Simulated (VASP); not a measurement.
Crystal: PtS2.

```
CELL_PARAMETERS angstrom
3.54320 0.00000 0.00000
-1.77160 3.06850 0.00000
0.00000 0.00000 5.03880
ATOMIC_POSITIONS crystal
Pt 0.00000 0.00000 0.00000
S 0.66667 0.33333 0.77300
S 0.33333 0.66667 0.22700
```

* Program: VASP 6.6.1
* Task: relaxation of cell and atoms
* Functional: PBEsol
* Potentials or basis: VASP PAW PBE potentials, release 64 (Pt, S)
* Cutoff: 600 eV
* k mesh: 9 × 9 × 5
* Occupations: fermi-dirac, width 0.05 eV
* Spin: no spin polarisation

At the start: pressure 6.1 GPa; volume 18.26 Å³/atom.

Q: How do energy, volume and symmetry change on relaxing?

A: Over 25 steps the energy falls by 22.4 meV/atom and the volume is 17.64 Å³/atom (-3.4 %); space group P-3m1 (No. 164, to 0.05 Å).

Step by step:
| step | energy change (eV) | largest force (eV/Å) | pressure (GPa) | volume (Å³) |
| --- | --- | --- | --- | --- |
| 1 | 0.0000 | 0.9300 | 6.14 | 54.78 |
| 2 | 0.1055 | 0.8711 | -9.97 | 60.53 |
| 3 | -0.0504 | 0.1985 | -0.67 | 56.75 |
| 4 | -0.0504 | 0.2155 | -0.52 | 56.70 |
| 5 | -0.0574 | 0.1265 | -0.32 | 56.45 |
| 6 | -0.0600 | 0.0298 | -0.12 | 56.18 |
| 7 | -0.0600 | 0.0260 | -0.11 | 56.17 |
| 8 | -0.0603 | 0.0378 | 0.00 | 56.05 |
| 9 | -0.0610 | 0.0729 | 0.34 | 55.69 |
| 10 | -0.0614 | 0.1445 | 1.05 | 54.96 |
| 11 | -0.0614 | 0.1444 | 1.06 | 54.96 |
| 12 | -0.0615 | 0.1445 | 1.06 | 54.93 |
| 13 | -0.0616 | 0.1444 | 1.06 | 54.89 |
| 14 | -0.0619 | 0.1446 | 1.06 | 54.79 |
| 15 | -0.0625 | 0.1447 | 1.07 | 54.61 |
| 16 | -0.0634 | 0.1456 | 1.09 | 54.24 |
| 17 | -0.0647 | 0.1501 | 1.17 | 53.49 |
| 18 | -0.0638 | 0.1667 | 1.52 | 51.98 |
| 19 | -0.0649 | 0.1631 | 1.37 | 52.77 |
| 20 | -0.0665 | 0.0915 | 0.61 | 52.89 |
| 21 | -0.0670 | 0.0217 | -0.11 | 53.00 |
| 22 | -0.0670 | 0.0288 | -0.04 | 52.99 |
| 23 | -0.0670 | 0.0251 | -0.03 | 52.98 |
| 24 | -0.0671 | 0.0142 | -0.01 | 52.96 |
| 25 | -0.0672 | 0.0079 | 0.02 | 52.93 |

Final structure:
```
Pt S
1.0
     3.56617    0.00000    0.00000
    -1.78309    3.08840    0.00000
     0.00000    0.00000    4.80567
Pt S
1 2
Direct
  0.00000 0.00000 0.00000
  0.66667 0.33333 0.75056
  0.33333 0.66667 0.24944
```

Caveat: the PAW data sets were made with another functional, which shifts forces and pressure a little.
